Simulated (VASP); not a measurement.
# Al2O (P4_2/mmc) in VASP: a series of runs

The runs below take Al2O through single point, with PBE.

All numbers are computed with VASP 6.6.1; they aren't measurements. Logs are shortened: lines on timing, memory, paths and dates and some standing lists are left out, and cuts for length are marked.

### Step 1. The cell of the first run

It takes space group P4_2/mmc (No. 131, tetragonal). Conventional cell: a = 3.412 Å, b = 3.412 Å, c = 9.326 Å, α = 90.00°, β = 90.00°, γ = 90.00°. Within 3.8 Å of Al (site symmetry -4m2) lie 8 Al at 2.89 to 3.41 Å and 8 O at 3.36 Å. Within 2.3 Å of Al (site symmetry mmm) lie 2 O at 1.71 Å. O (site symmetry mmm) has 2 Al at 1.71 Å within 2.3 Å.

### Step 2. Single point, PBE, collinear spin, ferromagnetic start

Contents of INCAR:

```
SYSTEM = Al2O
  ALGO = Normal
  EDIFF = 1E-6
  ENCUT = 520
  GGA = PE
  ISIF = 2
  ISMEAR = 0
  ISPIN = 2
  LASPH = .TRUE.
  LCHARG = .FALSE.
  LORBIT = 11
  LREAL = .FALSE.
  LWAVE = .FALSE.
  MAGMOM = 0 0 0 0 1 1
  NBANDS = 25
  NELM = 150
  PREC = Accurate
  SIGMA = 0.1
```

Contents of KPOINTS:

```
k-points
0
G
  6 6 2
  0 0 0
```

Contents of POSCAR:

```
Al2O
1.0
    3.4122220129      0.0000000000      0.0000000000
    0.0000000000      3.4122220129      0.0000000000
    0.0000000000      0.0000000000      9.3260798448
Al O
4 2
Direct
    0.0000000000      0.0000000000      0.2500000000
    0.0000000000      0.0000000000      0.7500000000
    0.0000000000      0.5000000000      0.5000000000
    0.5000000000      0.0000000000      0.0000000000
    0.5000000000      0.5000000000      0.0000000000
    0.5000000000      0.5000000000      0.5000000000
```

Potentials or basis: VASP PAW PBE potentials, release 64 (Al, O).

The run is started by

```sh
cat potpaw_PBE.64/Al/POTCAR potpaw_PBE.64/O/POTCAR > POTCAR
mpirun -np 1 vasp_std > vasp.out
```

OUTCAR:

```text
SYSTEM = Al2O
   EDIFF = 1E-6
   ENCUT = 520
   GGA = PE
   ISIF = 2
   ISMEAR = 0
   ISPIN = 2
   LASPH = .TRUE.
   LORBIT = 11
   LREAL = .FALSE.
   NELM = 150
   PREC = Accurate

 ion  position               nearest neighbor table
   1  0.000  0.000  0.250-   3 2.89   4 2.89   3 2.89   4 2.89
   2  0.000  0.000  0.750-   3 2.89   4 2.89   3 2.89   4 2.89
   3  0.000  0.500  0.500-   6 1.71   6 1.71   1 2.89   1 2.89   2 2.89   2 2.89
   4  0.500  0.000  0.000-   5 1.71   5 1.71   1 2.89   2 2.89   1 2.89   2 2.89
   5  0.500  0.500  0.000-   4 1.71   4 1.71
   6  0.500  0.500  0.500-   3 1.71   3 1.71

  LATTYP: Found a simple tetragonal cell.
 ALAT       =     3.4122220129
 C/A-ratio  =     2.7331398161

  Lattice vectors:

 A1 = (   3.4122220129,   0.0000000000,   0.0000000000)
 A2 = (   0.0000000000,   3.4122220129,   0.0000000000)
 A3 = (   0.0000000000,   0.0000000000,   9.3260798448)

Analysis of symmetry for initial positions (statically):
=====================================================================
 Subroutine PRICEL returns:
 Original cell was already a primitive cell.

 Routine SETGRP: Setting up the symmetry group for a
 simple tetragonal supercell.

 Subroutine GETGRP returns: Found 16 space group operations
 (whereof  8 operations were pure point group operations)
 out of a pool of 16 trial point group operations.

The static configuration has the point symmetry D_2h.
 The point group associated with its full space group is D_4h.

Analysis of symmetry for dynamics (positions and initial velocities):
=====================================================================
 Subroutine PRICEL returns:
 Original cell was already a primitive cell.

 Routine SETGRP: Setting up the symmetry group for a
 simple tetragonal supercell.

 Subroutine GETGRP returns: Found 16 space group operations
 (whereof  8 operations were pure point group operations)
 out of a pool of 16 trial point group operations.

The dynamic configuration has the point symmetry D_2h.
 The point group associated with its full space group is D_4h.

Analysis of structural, dynamic, and magnetic symmetry:
=====================================================================
 Subroutine PRICEL returns:
 Original cell was already a primitive cell.

 Routine SETGRP: Setting up the symmetry group for a
 simple tetragonal supercell.

 Subroutine GETGRP returns: Found 16 space group operations
 (whereof  8 operations were pure point group operations)
 out of a pool of 16 trial point group operations.

The overall configuration has the point symmetry D_2h.
 The point group associated with its full space group is D_4h.

 Subroutine INISYM returns: Found 16 space group operations
 (whereof  8 operations are pure point group operations),
 and found     1 'primitive' translations

----------------------------------------------------------------------------------------

                                     Primitive cell

  volume of cell :     108.5860

  direct lattice vectors                    reciprocal lattice vectors
     3.412222013  0.000000000  0.000000000     0.293064166  0.000000000  0.000000000
     0.000000000  3.412222013  0.000000000     0.000000000  0.293064166  0.000000000
     0.000000000  0.000000000  9.326079845     0.000000000  0.000000000  0.107226189

  length of vectors
     3.412222013  3.412222013  9.326079845     0.293064166  0.293064166  0.107226189

  position of ions in fractional coordinates (direct lattice)
     0.000000000  0.000000000  0.250000000
     0.000000000  0.000000000  0.750000000
     0.000000000  0.500000000  0.500000000
     0.500000000  0.000000000  0.000000000
     0.500000000  0.500000000  0.000000000
     0.500000000  0.500000000  0.500000000

  ion indices of the primitive-cell ions
   primitive index   ion index
                 1           1
                 2           2
                 3           3
                 4           4
                 5           5
                 6           6

----------------------------------------------------------------------------------------

 KPOINTS: k-points

Automatic generation of k-mesh.
 Grid dimensions read from file:
 generate k-points for:    6    6    2

 Generating k-lattice:

  Cartesian coordinates                     Fractional coordinates (reciprocal lattice)
     0.048844028  0.000000000  0.000000000     0.166666667  0.000000000  0.000000000
     0.000000000  0.048844028  0.000000000     0.000000000  0.166666667  0.000000000
     0.000000000  0.000000000  0.053613094     0.000000000  0.000000000  0.500000000

  Length of vectors
     0.048844028  0.048844028  0.053613094

  Shift w.r.t. Gamma in fractional coordinates (k-lattice)
     0.000000000  0.000000000  0.000000000

 Subroutine IBZKPT returns following result:
 ===========================================

 Found     20 irreducible k-points:

 Following reciprocal coordinates:
            Coordinates               Weight
  0.000000  0.000000  0.000000      1.000000
  0.166667  0.000000  0.000000      4.000000
  0.333333  0.000000  0.000000      4.000000
  0.500000  0.000000  0.000000      2.000000
  0.166667  0.166667  0.000000      4.000000
  0.333333  0.166667  0.000000      8.000000
[... 12 lines left out ...]
  0.500000  0.333333  0.500000      4.000000
  0.500000  0.500000  0.500000      1.000000
   k-points           NKPTS =     20   k-points in BZ     NKDIM =     20   number of bands    NBANDS=     25
   number of dos      NEDOS =    301   number of ions     NIONS =      6
   total plane-waves  NPLWV =  54880
   dimension x,y,z NGX =    28 NGY =   28 NGZ =   70
   dimension x,y,z NGXF=    56 NGYF=   56 NGZF=  140
   ions per type =               4   2
   NGX,Y,Z   is equivalent  to a cutoff of  13.64, 13.64, 12.48 a.u.
   NGXF,Y,Z  is equivalent  to a cutoff of  27.28, 27.28, 24.96 a.u.
 SYSTEM =  Al2O
   PREC   = accura    normal or accurate (medium, high low for compatibility)
   ISTART =      0    job   : 0-new  1-cont  2-samecut
   ICHARG =      2    charge: 1-file 2-atom 10-const
   ISPIN  =      2    spin polarized calculation?
   LNONCOLLINEAR =      F non collinear calculations
   LSORBIT =      F    spin-orbit coupling
   LASPH  =      T    aspherical Exc in radial PAW
   ENCUT  =  520.0 eV  38.22 Ry    6.18 a.u.   6.34  6.34 17.34*2*pi/ulx,y,z
   NELM   =    150;   NELMIN=  2; NELMDL= -5     # of ELM steps
   EDIFF  = 0.1E-05   stopping-criterion for ELM
   LREAL  =      F    real-space projection
   EDIFFG = 0.1E-04   stopping-criterion for IOM
   NSW    =      0    number of steps for IOM
   IBRION =     -1    ionic relax: 0-MD 1-quasi-New 2-CG
   NFREE  =      0    steps in history (QN), initial steepest desc. (CG)
   ISIF   =      2    stress and relaxation
   ISYM   =      2    0-nonsym 1-usesym 2-fastsym
   POTIM  = 0.5000    time-step for ionic-motion
   TEBEG  =    0.0;   TEEND  =   0.0 temperature during run
   PSTRESS=    0.0 pullay stress
   NELECT =      24.0000    total number of electrons
   NUPDOWN=      -1.0000    fix difference up-down
   EMIN   =  10.00;   EMAX   =-10.00  energy-range for DOS
   EFERMI =   0.00;   METHOD = LEGACY
   ISMEAR =     0;   SIGMA  =   0.10  broadening in eV -4-tet -1-fermi 0-gaus
   EFERMI_NEDOS =   21; number of points for ismear=-14 and -15
   IALGO  =     38    algorithm
   IMIX   =      4    mixing-type and parameters
     AMIX     =   0.40;   BMIX     =  1.00
     AMIX_MAG =   1.60;   BMIX_MAG =  1.00
  volume/ion in A,a.u.               =      18.10       122.13
  Fermi-wavevector in a.u.,A,eV,Ry     =   0.989815  1.870479 13.330086  0.979734
  Thomas-Fermi vector in A             =   2.121441
   LORBIT       =     11    0 simple, 1 ext, 2 COOP (PROOUT), +10 PAW based schemes
   GGA     = PE    functional components
   LHFCALC =     F    Hartree Fock is set to
   AEXX    =    0.0000 exact exchange contribution
   IVDW    =     0    specifies the selected vdW correction
   LEPSILON=     F    determine dielectric tensor
   LRPA    =     F    only Hartree local field effects (RPA)
 spin polarized calculation
 Gauss-broadening in eV      SIGMA  =   0.10
  energy-cutoff  :      520.00
  volume of cell :      108.59
 maximum number of plane-waves:      2953
 NGX is ok and might be reduce to    28

 number of electron      23.9999985 magnetization       0.0037049

 Free energy of the ion-electron system (eV)
  ---------------------------------------------------
  ext. energy  EPLUGINS =         0.00000000
  ---------------------------------------------------
  free energy    TOTEN  =       -29.01093764 eV

  energy without entropy =      -28.99815228  energy(sigma->0) =      -29.00454496

 E-fermi :   4.2252     XC(G=0):  -9.0467

 val. band max:        4.2166075068   @ k =   0.5000   0.1667   0.5000
 cond. band min:       4.2351877949   @ k =   0.5000   0.0000   0.5000
 fundamental gap:      0.0185802881
 Fermi energy:         4.2252342526

 spin component 1

 k-point     1 :       0.0000    0.0000    0.0000
  band No.  band energies     occupation
      1     -14.9142      1.00000
      2     -14.8975      1.00000
      3      -2.9132      1.00000
      4      -2.4151      1.00000
      5      -1.6828      1.00000
      6      -1.6828      1.00000
[... 16 lines left out ...]
     23      12.9605      0.00000
     24      12.9605      0.00000

 k-point     2 :       0.1667    0.0000    0.0000
  band No.  band energies     occupation
      1     -14.8727      1.00000
      2     -14.8199      1.00000
      3      -2.8687      1.00000
      4      -2.6028      1.00000
      5      -1.6638      1.00000
      6      -1.6481      1.00000
[... 16 lines left out ...]
     23      12.5726      0.00000
     24      13.3739      0.00000
[... 457 lines left out ...]
     23      10.8549      0.00000
     24      11.8356      0.00000

 k-point    20 :       0.5000    0.5000    0.5000
  band No.  band energies     occupation
      1     -14.4418      1.00000
      2     -14.4418      1.00000
      3      -3.2953      1.00000
      4      -3.2953      1.00000
      5      -0.0673      1.00000
      6      -0.0673      1.00000
[... 16 lines left out ...]
     23      11.0351      0.00000
     24      11.0351      0.00000
 Fermi energy:         4.2252342526

 spin component 2

 k-point     1 :       0.0000    0.0000    0.0000
  band No.  band energies     occupation
      1     -14.9141      1.00000
      2     -14.8974      1.00000
      3      -2.9123      1.00000
      4      -2.4141      1.00000
      5      -1.6825      1.00000
      6      -1.6825      1.00000
[... 16 lines left out ...]
     23      12.9615      0.00000
     24      12.9615      0.00000

 k-point     2 :       0.1667    0.0000    0.0000
  band No.  band energies     occupation
      1     -14.8725      1.00000
      2     -14.8198      1.00000
      3      -2.8680      1.00000
      4      -2.6019      1.00000
      5      -1.6631      1.00000
      6      -1.6477      1.00000
[... 16 lines left out ...]
     23      12.5736      0.00000
     24      13.3750      0.00000
[... 457 lines left out ...]
     23      10.8559      0.00000
     24      11.8367      0.00000

 k-point    20 :       0.5000    0.5000    0.5000
  band No.  band energies     occupation
      1     -14.4417      1.00000
      2     -14.4417      1.00000
      3      -3.2949      1.00000
      4      -3.2949      1.00000
      5      -0.0668      1.00000
      6      -0.0668      1.00000
[... 16 lines left out ...]
     23      11.0361      0.00000
     24      11.0361      0.00000
 [bands above 24 left out]

------------------------ aborting loop because EDIFF is reached ----------------------------------------

  FORCE on cell =-STRESS in cart. coord.  units (eV):
  Direction    XX          YY          ZZ          XY          YZ          ZX
  --------------------------------------------------------------------------------------
  -------------------------------------------------------------------------------------
  Total        0.2286390      0.2286390     -0.1485998      0.0000000      0.0000000      0.0000000
  in kB        3.3735511      3.3735511     -2.1925781      0.0000000      0.0000000      0.0000000
  external PRESSURE =       1.5181747 kB  Pullay stress =       0.0000000 kB

 VOLUME and BASIS-vectors are now :
 -----------------------------------------------------------------------------
  energy-cutoff  :      520.00
  volume of cell :      108.59
      direct lattice vectors                 reciprocal lattice vectors
     3.412222013  0.000000000  0.000000000     0.293064166  0.000000000  0.000000000
     0.000000000  3.412222013  0.000000000     0.000000000  0.293064166  0.000000000
     0.000000000  0.000000000  9.326079845     0.000000000  0.000000000  0.107226189

 POSITION                                       TOTAL-FORCE (eV/Angst)
 -----------------------------------------------------------------------------------
      0.00000      0.00000      2.33152         0.000000      0.000000      0.000000
      0.00000      0.00000      6.99456         0.000000     -0.000000      0.000000
      0.00000      1.70611      4.66304         0.000000      0.000000      0.000000
      1.70611      0.00000      0.00000         0.000000      0.000000      0.000000
      1.70611      1.70611      0.00000         0.000000      0.000000      0.000000
      1.70611      1.70611      4.66304         0.000000      0.000000      0.000000
 -----------------------------------------------------------------------------------
    total drift:                                0.000000      0.000000      0.000000

  FREE ENERGIE OF THE ION-ELECTRON SYSTEM (eV)
  ---------------------------------------------------
  free  energy   TOTEN  =       -29.0109376416 eV

  energy  without entropy=      -28.9981522822  energy(sigma->0) =      -29.00454496

 total charge

# of ion       s       p       d       tot
------------------------------------------
    1        0.508   0.240   0.000   0.749
    2        0.508   0.240   0.000   0.749
    3        0.372   0.401   0.000   0.773
    4        0.372   0.401   0.000   0.773
    5        1.579   3.529   0.000   5.108
    6        1.579   3.529   0.000   5.108
--------------------------------------------------
tot          4.918   8.341   0.000  13.259

 magnetization (x)

# of ion       s       p       d       tot
------------------------------------------
    1       -0.000   0.000   0.000   0.000
    2       -0.000   0.000   0.000   0.000
    3       -0.000   0.000   0.000   0.000
    4       -0.000   0.000   0.000   0.000
    5       -0.000   0.000   0.000   0.000
    6       -0.000   0.000   0.000   0.000
--------------------------------------------------
tot         -0.000   0.000   0.000   0.000
```

It took 74 s on 1 thread of Intel Xeon Platinum 8559C (Emerald Rapids), shared host; peak memory 0.28 GiB.

Results:

| Item | Value |
| --- | --- |
| Free energy | -29.0109 eV |
| Pressure | 0.2 GPa |
| Band gap on the k mesh | zero (filled and empty bands overlap) |
| Net moment | 0.00 μB per cell |
| Valence electrons inside the program's atomic spheres | Al 0.75, 0.77; O 5.11 |

Stress tensor (GPa, compression positive):
```
 0.34  0.00  0.00
 0.00  0.34  0.00
 0.00  0.00 -0.22
```

### Step 3. Single point, PBE

This run uses another cell than the first one: it holds 12 atoms, not 6.

Contents of INCAR:

```
SYSTEM = Al2O
  ALGO = Normal
  EDIFF = 1E-6
  ENCUT = 520
  GGA = PE
  ISIF = 2
  ISMEAR = 0
  LASPH = .TRUE.
  LCHARG = .TRUE.
  LELF = .TRUE.
  LREAL = .FALSE.
  LVHAR = .TRUE.
  LWAVE = .FALSE.
  NBANDS = 36
  NELM = 80
  PREC = Accurate
  SIGMA = 0.2
```

Contents of KPOINTS:

```
k-points
0
G
  6 4 4
  0 0 0
```

Contents of POSCAR:

```
Al2O
1.0
    0.0000000000     -3.4222312237      0.0000000000
   -6.8444624473      0.0000000000      0.0000000000
    0.0000000000      0.0000000000     -9.2268173150
Al O
8 4
Direct
    1.0000000000      1.0000000000      0.7500000000
    1.0000000000      0.5000000000      0.7500000000
    0.0000000000      1.0000000000      0.2500000000
    1.0000000000      0.5000000000      0.2500000000
    0.5000000000      0.5000000000      0.5000000000
    0.5000000000      0.0000000000      0.5000000000
    1.0000000000      0.7500000000      0.0000000000
    1.0000000000      0.2500000000      0.0000000000
    0.5000000000      0.7500000000      0.0000000000
    0.5000000000      0.2500000000      0.0000000000
    0.5000000000      0.7500000000      0.5000000000
    0.5000000000      0.2500000000      0.5000000000
```

Potentials or basis: VASP PAW PBE potentials, release 64 (Al, O).

The run is started by

```sh
cat potpaw_PBE.64/Al/POTCAR potpaw_PBE.64/O/POTCAR > POTCAR
mpirun -np 1 vasp_std > vasp.out
```

OUTCAR:

```text
SYSTEM = Al2O
   EDIFF = 1E-6
   ENCUT = 520
   GGA = PE
   ISIF = 2
   ISMEAR = 0
   LASPH = .TRUE.
   LREAL = .FALSE.
   NELM = 80
   PREC = Accurate

 ion  position               nearest neighbor table
   1  0.000  0.000  0.750-   7 2.87   8 2.87   6 2.87   6 2.87
   2  0.000  0.500  0.750-   7 2.87   8 2.87   5 2.87   5 2.87
   3  0.000  0.000  0.250-   7 2.87   8 2.87   6 2.87   6 2.87
   4  0.000  0.500  0.250-   7 2.87   8 2.87   5 2.87   5 2.87
   5  0.500  0.500  0.500-  11 1.71  12 1.71   2 2.87   4 2.87   2 2.87   4 2.87
   6  0.500  0.000  0.500-  11 1.71  12 1.71   1 2.87   3 2.87   1 2.87   3 2.87
   7  0.000  0.750  0.000-   9 1.71   9 1.71   3 2.87   4 2.87   1 2.87   2 2.87
[... 1179 lines left out ...]
  energy-cutoff  :      520.00
  volume of cell :      216.12
      direct lattice vectors                 reciprocal lattice vectors
     0.000000000 -3.422231224  0.000000000     0.000000000 -0.292207024  0.000000000
    -6.844462447  0.000000000  0.000000000    -0.146103512  0.000000000  0.000000000
     0.000000000  0.000000000 -9.226817315     0.000000000  0.000000000 -0.108379733

 POSITION                                       TOTAL-FORCE (eV/Angst)
 -----------------------------------------------------------------------------------
      0.00000      0.00000     -6.92011        -0.000000      0.000000     -0.042031
     -3.42223      0.00000     -6.92011         0.000000      0.000000     -0.042031
      0.00000      0.00000     -2.30670        -0.000000      0.000000      0.042031
     -3.42223      0.00000     -2.30670         0.000000      0.000000      0.042031
     -3.42223     -1.71112     -4.61341        -0.000000      0.000000     -0.000000
      0.00000     -1.71112     -4.61341        -0.000000      0.000000     -0.000000
     -5.13335      0.00000      0.00000         0.000000      0.000000     -0.000000
     -1.71112      0.00000      0.00000         0.000000      0.000000     -0.000000
     -5.13335     -1.71112      0.00000         0.000000      0.000000     -0.000000
     -1.71112     -1.71112      0.00000         0.000000      0.000000     -0.000000
     -5.13335     -1.71112     -4.61341         0.000000     -0.000000     -0.000000
     -1.71112     -1.71112     -4.61341         0.000000     -0.000000     -0.000000
 -----------------------------------------------------------------------------------
    total drift:                               -0.000000     -0.000000     -0.000000

  FREE ENERGIE OF THE ION-ELECTRON SYSTEM (eV)
  ---------------------------------------------------
  free  energy   TOTEN  =       -57.9344703287 eV

  energy  without entropy=      -57.7539384277  energy(sigma->0) =      -57.84420438
```

Run time: 5.1 min. Hardware: 1 thread of Intel Xeon Platinum 8559C (Emerald Rapids), shared host; peak memory 0.41 GiB.

Results:

```
Free energy            : -57.9345 eV
Pressure               : 0.2 GPa
Largest force          : 0.042 eV/Å
Band gap on the k mesh : zero (band 24 reaches 4.86 eV, above the bottom of band 25 at 3.82 eV)
```

Forces on the atoms (eV/Å):
```
Al   0.000  0.000 -0.042
Al   0.000  0.000 -0.042
Al   0.000  0.000  0.042
Al   0.000  0.000  0.042
Al   0.000  0.000  0.000
Al   0.000  0.000  0.000
Al   0.000  0.000  0.000
Al   0.000  0.000  0.000
O    0.000  0.000  0.000
O    0.000  0.000  0.000
O    0.000  0.000  0.000
O    0.000  0.000  0.000
```
